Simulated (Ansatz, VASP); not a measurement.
# ZrH3: VASP beside Ansatz

The input POSCAR:

```
ZrH3
1.0
    3.0806702563      0.0000000000      0.0000000000
    0.0000000000      3.0806702563      0.0000000000
    0.0000000000      0.0000000000      3.0806702563
Zr H
1 3
Direct
    0.0000000000      0.0000000000      0.0000000000
    0.0000000000      0.5000000000      0.5000000000
    0.5000000000      0.0000000000      0.5000000000
    0.5000000000      0.5000000000      0.0000000000
```

Contents of INCAR.step1:

```
SYSTEM = ZrH3
ALGO = Normal
EDIFF = 1E-4
ENCUT = 520
GGA = PE
ISMEAR = 0
LASPH = .TRUE.
LCHARG = .FALSE.
LREAL = .FALSE.
LWAVE = .TRUE.
NBANDS = 16
NELM = 60
PREC = Accurate
SIGMA = 0.1
```

File INCAR.step2:

```
SYSTEM = ZrH3
ALGO = Normal
EDIFF = 1E-6
ENCUT = 520
ISIF = 2
ISMEAR = 0
ISTART = 1
LASPH = .TRUE.
LCHARG = .FALSE.
LMIXTAU = .TRUE.
LREAL = .FALSE.
LWAVE = .FALSE.
METAGGA = R2SCAN
NBANDS = 16
NELM = 60
PREC = Accurate
SIGMA = 0.1
```

File KPOINTS:

```
k-points
0
G
  14 14 14
  0 0 0
```

Input for Ansatz:

```yaml
crystal:
  lattice:
    - [3.0806702563, 0.0, 0.0]
    - [0.0, 3.0806702563, 0.0]
    - [0.0, 0.0, 3.0806702563]
  atoms:
    - { symbol: Zr, position: [0.0, 0.0, 0.0] }
    - { symbol: H, position: [0.0, 0.5, 0.5] }
    - { symbol: H, position: [0.5, 0.0, 0.5] }
    - { symbol: H, position: [0.5, 0.5, 0.0] }
basis:
  ecutwfc: 500
kpoints:
  mp_grid: { grid: [14, 14, 14] }
hamiltonian:
  xc: r2scan
scf:
  occupations: { method: gaussian, width: 0.1 }
output:
  forces: true
  stress: true
  eigenvalues: true
```

Alike in both runs: task single point; functional r2SCAN; k mesh 14 × 14 × 14; occupations gaussian, width 0.1 eV; no spin polarisation.

|  | VASP | Ansatz |
| --- | --- | --- |
| version | VASP 6.6.1 | Ansatz 0.2.0 |
| potentials or method | VASP PAW PBE potentials, release 64 (Zr_sv, H), cutoff 520 eV | scalar-relativistic, plane waves, PAW |
| valence electrons in the cell | 15 | 15 |

```tsv
	VASP	Ansatz	Ansatz less VASP
gap on the k mesh at the Fermi level (eV)	none	none	-
pressure (GPa)	4.2	4.3	+0.10
```

VASP's potentials were made for PBE, not for r2SCAN. A gap of «none» marks a metal or a gap that the smearing closes.
